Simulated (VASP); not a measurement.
# Au (Fm-3m) in VASP: single point with r2SCAN

Aim: the single point of Au with r2SCAN.

Everything below comes from runs of VASP 6.6.1. Logs are shortened: lines on timing, memory, paths and dates and some standing lists are left out, and cuts for length are marked.

**1. The cell of the first run**

Symmetry: Fm-3m, No. 225, cubic system. The conventional cell has a = 4.091 Å, b = 4.091 Å, c = 4.091 Å, α = 90.00°, β = 90.00°, γ = 90.00°. Within 3.8 Å of Au (site symmetry m-3m) lie 12 Au at 2.89 Å.

**2. Single point, r2SCAN**

Input file POSCAR:

```
Au
1.0
    0.0000000000      2.0455000000      2.0455000000
    2.0455000000      0.0000000000      2.0455000000
    2.0455000000      2.0455000000      0.0000000000
Au
1
Direct
    0.0000000000      0.0000000000      0.0000000000
```

Input file INCAR.step1:

```
ALGO     = Normal         # electronic algorithm
EDIFF    = 1E-4           # SCF threshold, eV
ENCUT    = 520            # plane-wave cutoff, eV
GGA      = PE             # functional
ISMEAR   = 1              # smearing method
LASPH    = True           # aspherical terms in the spheres
LCHARG   = False          # write CHGCAR
LREAL    = False          # projectors in reciprocal space
LWAVE    = True           # write WAVECAR
NBANDS   = 12             # bands
NELM     = 60             # most SCF steps
PREC     = Accurate       # precision mode
SIGMA    = 0.4            # smearing width, eV
```

Input file INCAR.step2:

```
ALGO     = Normal         # electronic algorithm
EDIFF    = 1E-6           # SCF threshold, eV
ENCUT    = 520            # plane-wave cutoff, eV
ISIF     = 2              # what is computed and relaxed
ISMEAR   = 1              # smearing method
ISTART   = 1            
LASPH    = True           # aspherical terms in the spheres
LCHARG   = False          # write CHGCAR
LMIXTAU  = True         
LREAL    = False          # projectors in reciprocal space
LWAVE    = False          # write WAVECAR
METAGGA  = R2SCAN         # meta-GGA
NBANDS   = 12             # bands
NELM     = 60             # most SCF steps
PREC     = Accurate       # precision mode
SIGMA    = 0.4            # smearing width, eV
```

Input file KPOINTS:

```
k-points
0
Gamma
  20 20 20
```

Potentials or basis: VASP PAW PBE potentials, release 64 (Au).

Run with:

```
$ cat potpaw_PBE.64/Au/POTCAR > POTCAR
$ cp INCAR.step1 INCAR
$ mpirun -np 1 vasp_std > vasp.out
$ cp INCAR.step2 INCAR
$ mpirun -np 1 vasp_std > vasp.out
```

OUTCAR:

```text
EDIFF = 1E-6
   ENCUT = 520
   ISIF = 2
   ISMEAR = 1
   ISTART = 1
   LASPH = True
   LREAL = False
   METAGGA = R2SCAN
   NELM = 60
   PREC = Accurate

 ion  position               nearest neighbor table
   1  0.000  0.000  0.000-

  LATTYP: Found a face centered cubic cell.
 ALAT       =     4.0910000000

  Lattice vectors:

 A1 = (   0.0000000000,   2.0455000000,   2.0455000000)
 A2 = (   2.0455000000,   0.0000000000,   2.0455000000)
 A3 = (   2.0455000000,   2.0455000000,   0.0000000000)

Analysis of symmetry for initial positions (statically):
=====================================================================
 Subroutine PRICEL returns:
 Original cell was already a primitive cell.

 Routine SETGRP: Setting up the symmetry group for a
 face centered cubic supercell.

 Subroutine GETGRP returns: Found 48 space group operations
 (whereof 48 operations were pure point group operations)
 out of a pool of 48 trial point group operations.

The static configuration has the point symmetry O_h .

Analysis of symmetry for dynamics (positions and initial velocities):
=====================================================================
 Subroutine PRICEL returns:
 Original cell was already a primitive cell.

 Routine SETGRP: Setting up the symmetry group for a
 face centered cubic supercell.

 Subroutine GETGRP returns: Found 48 space group operations
 (whereof 48 operations were pure point group operations)
 out of a pool of 48 trial point group operations.

The dynamic configuration has the point symmetry O_h .

 Subroutine INISYM returns: Found 48 space group operations
 (whereof 48 operations are pure point group operations),
 and found     1 'primitive' translations

----------------------------------------------------------------------------------------

                                     Primitive cell

  volume of cell :      17.1170

  direct lattice vectors                    reciprocal lattice vectors
     0.000000000  2.045500000  2.045500000    -0.244439012  0.244439012  0.244439012
     2.045500000  0.000000000  2.045500000     0.244439012 -0.244439012  0.244439012
     2.045500000  2.045500000  0.000000000     0.244439012  0.244439012 -0.244439012

  length of vectors
     2.892773842  2.892773842  2.892773842     0.423380789  0.423380789  0.423380789

  position of ions in fractional coordinates (direct lattice)
     0.000000000  0.000000000  0.000000000

  ion indices of the primitive-cell ions
   primitive index   ion index
                 1           1

----------------------------------------------------------------------------------------

 KPOINTS: k-points

Automatic generation of k-mesh.
 Grid dimensions read from file:
 generate k-points for:   20   20   20

 Generating k-lattice:

  Cartesian coordinates                     Fractional coordinates (reciprocal lattice)
    -0.012221951  0.012221951  0.012221951     0.050000000  0.000000000  0.000000000
     0.012221951 -0.012221951  0.012221951     0.000000000  0.050000000  0.000000000
     0.012221951  0.012221951 -0.012221951     0.000000000  0.000000000  0.050000000

  Length of vectors
     0.021169039  0.021169039  0.021169039

  Shift w.r.t. Gamma in fractional coordinates (k-lattice)
     0.000000000  0.000000000  0.000000000

 Subroutine IBZKPT returns following result:
 ===========================================

 Found    256 irreducible k-points:

 Following reciprocal coordinates:
            Coordinates               Weight
  0.000000  0.000000  0.000000      1.000000
  0.050000  0.000000  0.000000      8.000000
  0.100000  0.000000  0.000000      8.000000
  0.150000  0.000000  0.000000      8.000000
  0.200000  0.000000  0.000000      8.000000
  0.250000  0.000000  0.000000      8.000000
[... 16 lines left out ...]
 -0.400000  0.050000  0.000000     24.000000
 -0.350000  0.050000  0.000000     24.000000
 [... further k-points ...]
   k-points           NKPTS =    256   k-points in BZ     NKDIM =    256   number of bands    NBANDS=     12
   number of dos      NEDOS =    301   number of ions     NIONS =      1
   total plane-waves  NPLWV =  13824
   dimension x,y,z NGX =    24 NGY =   24 NGZ =   24
   dimension x,y,z NGXF=    48 NGYF=   48 NGZF=   48
   ions per type =               1
   NGX,Y,Z   is equivalent  to a cutoff of  13.79, 13.79, 13.79 a.u.
   NGXF,Y,Z  is equivalent  to a cutoff of  27.59, 27.59, 27.59 a.u.
 SYSTEM =  unknown system
   PREC   = accura    normal or accurate (medium, high low for compatibility)
   ISTART =      1    job   : 0-new  1-cont  2-samecut
   ICHARG =      0    charge: 1-file 2-atom 10-const
   ISPIN  =      1    spin polarized calculation?
   LNONCOLLINEAR =      F non collinear calculations
   LSORBIT =      F    spin-orbit coupling
   LASPH  =      T    aspherical Exc in radial PAW
   ENCUT  =  520.0 eV  38.22 Ry    6.18 a.u.   5.38  5.38  5.38*2*pi/ulx,y,z
   NELM   =     60;   NELMIN=  2; NELMDL=  0     # of ELM steps
   EDIFF  = 0.1E-05   stopping-criterion for ELM
   LREAL  =      F    real-space projection
   EDIFFG = 0.1E-04   stopping-criterion for IOM
   NSW    =      0    number of steps for IOM
   IBRION =     -1    ionic relax: 0-MD 1-quasi-New 2-CG
   NFREE  =      0    steps in history (QN), initial steepest desc. (CG)
   ISIF   =      2    stress and relaxation
   ISYM   =      2    0-nonsym 1-usesym 2-fastsym
   POTIM  = 0.5000    time-step for ionic-motion
   TEBEG  =    0.0;   TEEND  =   0.0 temperature during run
   PSTRESS=    0.0 pullay stress
   NELECT =      11.0000    total number of electrons
   NUPDOWN=      -1.0000    fix difference up-down
   EMIN   =  10.00;   EMAX   =-10.00  energy-range for DOS
   EFERMI =   0.00;   METHOD = LEGACY
   ISMEAR =     1;   SIGMA  =   0.40  broadening in eV -4-tet -1-fermi 0-gaus
   EFERMI_NEDOS =   21; number of points for ismear=-14 and -15
   IALGO  =     38    algorithm
   IMIX   =      4    mixing-type and parameters
     AMIX     =   0.40;   BMIX     =  1.00
     AMIX_MAG =   1.60;   BMIX_MAG =  1.00
  volume/ion in A,a.u.               =      17.12       115.51
  Fermi-wavevector in a.u.,A,eV,Ry     =   1.412742  2.669696 27.155058  1.995840
  Thomas-Fermi vector in A             =   2.534459
   LORBIT       =      0    0 simple, 1 ext, 2 COOP (PROOUT), +10 PAW based schemes
   METAGGA = R2SCAN    functional components
   LHFCALC =     F    Hartree Fock is set to
   AEXX    =    0.0000 exact exchange contribution
   IVDW    =     0    specifies the selected vdW correction
   LEPSILON=     F    determine dielectric tensor
   LRPA    =     F    only Hartree local field effects (RPA)
 non-spin polarized calculation
 Methfessel and Paxton  Order N= 1 SIGMA  =   0.40
  energy-cutoff  :      520.00
  volume of cell :       17.12
 maximum number of plane-waves:       479
 NGX is ok and might be reduce to    24
   NGX = 11   NGY = 11   NGZ = 11

 number of electron      11.0000000 magnetization

 Free energy of the ion-electron system (eV)
  ---------------------------------------------------
  ext. energy  EPLUGINS =         0.00000000
  ---------------------------------------------------
  free energy    TOTEN  =       -50.58969278 eV

  energy without entropy =      -50.59060092  energy(sigma->0) =      -50.58999549

 E-fermi :   9.2618     XC(G=0): -13.5984

 val. band max:        9.2187132010   @ k =   0.5000   0.3500   0.1500
 cond. band min:       9.3239283871   @ k =   0.5000   0.3000   0.1000
 fundamental gap:      0.1052151861
 Fermi energy:         9.2618308868

 k-point     1 :       0.0000    0.0000    0.0000
  band No.  band energies     occupation
      1      -0.7933      2.00000
      2       4.3284      2.00000
      3       4.3284      2.00000
      4       4.3284      2.00000
      5       5.8499      2.00000
      6       5.8499      2.00000
      7      24.5776      0.00000
      8      28.6490      0.00000
      9      28.6490      0.00000
     10      28.6490      0.00000
     11      33.9167      0.00000
     12      38.3215      0.00000

 k-point     2 :       0.0500    0.0000    0.0000
  band No.  band energies     occupation
      1      -0.7028      2.00000
      2       4.2994      2.00000
      3       4.3597      2.00000
      4       4.3597      2.00000
      5       5.8358      2.00000
      6       5.8358      2.00000
      7      24.6824      0.00000
      8      28.0461      0.00000
      9      28.7532      0.00000
     10      28.7532      0.00000
     11      34.4282      0.00000
     12      37.1556      0.00000

 k-point     3 :       0.1000    0.0000    0.0000
  band No.  band energies     occupation
      1      -0.4373      2.00000
      2       4.2239      2.00000
      3       4.4439      2.00000
      4       4.4439      2.00000
      5       5.8047      2.00000
      6       5.8047      2.00000
      7      24.9345      0.00000
      8      26.7236      0.00000
      9      29.0505      0.00000
     10      29.0505      0.00000
     11      34.3696      0.00000
     12      36.6357      0.00000

 k-point     4 :       0.1500    0.0000    0.0000
  band No.  band energies     occupation
      1      -0.0181      2.00000
      2       4.1374      2.00000
      3       4.5481      2.00000
      4       4.5481      2.00000
      5       5.7919      2.00000
      6       5.7919      2.00000
      7      24.6401      0.00000
      8      25.7130      0.00000
      9      29.4857      0.00000
     10      29.4857      0.00000
     11      33.0231      0.00000
     12      35.2948      0.00000

 k-point     5 :       0.2000    0.0000    0.0000
  band No.  band energies     occupation
      1       0.5062      2.00000
      2       4.1065      2.00000
      3       4.6171      2.00000
      4       4.6171      2.00000
      5       5.8542      2.00000
      6       5.8542      2.00000
      7      22.9305      0.00000
      8      25.8009      0.00000
      9      29.9184      0.00000
     10      29.9184      0.00000
     11      32.0964      0.00000
     12      34.0456      0.00000
[... 228 lines left out ...]
      1       1.7609      2.00000
      2       4.2411      2.00000
      3       4.3373      2.00000
      4       6.6908      2.00000
      5       7.0950      2.00000
      6       8.8290      2.06338
      7      12.5010     -0.00000
      8      24.1466      0.00000
      9      26.8311      0.00000
     10      26.9471      0.00000
     11      35.1132      0.00000
     12      35.2385      0.00000

 k-point    22 :      -0.4500    0.0500    0.0000
  band No.  band energies     occupation
      1       1.7629      2.00000
      2       4.2549      2.00000
      3       4.3369      2.00000
      4       6.6960      2.00000
      5       7.0110      2.00000
      6       8.6249      2.04684
      7      12.7939     -0.00000
      8      24.1701      0.00000
      9      26.6584      0.00000
     10      27.2527      0.00000
     11      35.0160      0.00000
     12      35.1520      0.00000

 k-point    23 :      -0.4000    0.0500    0.0000
  band No.  band energies     occupation
      1       1.7670      2.00000
      2       4.3082      2.00000
      3       4.3766      2.00000
      4       6.3616      2.00000
      5       6.8105      2.00000
      6       7.7488      2.00000
      7      14.2878     -0.00000
      8      24.3583      0.00000
      9      26.8075      0.00000
     10      27.8989      0.00000
     11      34.4267      0.00000
     12      34.8947      0.00000

 k-point    24 :      -0.3500    0.0500    0.0000
  band No.  band energies     occupation
      1       1.7383      2.00000
      2       4.3908      2.00000
      3       4.4509      2.00000
      4       5.6127      2.00000
      5       6.5271      2.00000
      6       7.1195      2.00000
      7      16.1795     -0.00000
      8      24.6931      0.00000
      9      27.2295      0.00000
     10      28.8518      0.00000
     11      33.4817      0.00000
     12      34.3463      0.00000

 [... further k-points ...]
[... 5 lines left out ...]
  --------------------------------------------------------------------------------------
  -------------------------------------------------------------------------------------
  Total        0.4656625      0.4656625      0.4656625     -0.0000000      0.0000000     -0.0000000
  in kB       43.5866388     43.5866388     43.5866388     -0.0000000      0.0000000     -0.0000000
  external PRESSURE =      43.5866388 kB  Pullay stress =       0.0000000 kB

 VOLUME and BASIS-vectors are now :
 -----------------------------------------------------------------------------
  energy-cutoff  :      520.00
  volume of cell :       17.12
      direct lattice vectors                 reciprocal lattice vectors
     0.000000000  2.045500000  2.045500000    -0.244439012  0.244439012  0.244439012
     2.045500000  0.000000000  2.045500000     0.244439012 -0.244439012  0.244439012
     2.045500000  2.045500000  0.000000000     0.244439012  0.244439012 -0.244439012

 POSITION                                       TOTAL-FORCE (eV/Angst)
 -----------------------------------------------------------------------------------
      0.00000      0.00000      0.00000         0.000000      0.000000      0.000000
 -----------------------------------------------------------------------------------
    total drift:                               -0.000000      0.000000     -0.000000

  FREE ENERGIE OF THE ION-ELECTRON SYSTEM (eV)
  ---------------------------------------------------
  free  energy   TOTEN  =       -50.5896927826 eV

  energy  without entropy=      -50.5906009186  energy(sigma->0) =      -50.58999549
```

It took 2 min on 1 thread of Intel Xeon Platinum 8259CL at 2.50GHz (Skylake/Cascade Lake), shared host; peak memory 0.18 GiB.

Results:

```
Free energy : -50.5897 eV
Pressure    : 4.4 GPa
```

Caveat: the PAW data sets were made with another functional, which shifts forces and pressure a little; spin-orbit coupling is left out, which moves the levels of the heavy elements.
